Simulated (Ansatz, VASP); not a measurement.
One calculation of Pt, two programs

```
CELL_PARAMETERS angstrom
2.64745 0.00000 0.00000
-1.32372 2.29276 0.00000
0.00000 0.00000 4.50447
ATOMIC_POSITIONS crystal
Pt 0.33333 0.66667 0.25000
Pt 0.66667 0.33333 0.75000
```

Change from the starting cell: volume scaled by 0.92, LAPW.

Alike in both runs: task single point; functional LDA; k mesh 16 × 16 × 9; occupations fermi-dirac, width 0.08 eV; no spin polarisation.

|  | VASP | Ansatz |
| --- | --- | --- |
| version | VASP 6.6.1 | Ansatz 0.2.0 |
| potentials or method | VASP PAW LDA potentials, release 64 (Pt), cutoff 520 eV | all-electron LAPW, scalar-relativistic |

```csv
,VASP,Ansatz,Ansatz less VASP
pressure (GPa),32.3,31.1,-1.14
"traceless stress, the component that is largest in VASP (GPa)",-0.29,0.10,+0.393
```

LDA's correlation is that of Perdew and Zunger in VASP and of Perdew and Wang (1992) in Ansatz. Both programs put the cell under a high pressure, so it lies far from rest at this level. Ansatz ran all-electron here, and VASP with PAW potentials.

Spin-orbit coupling is off throughout.
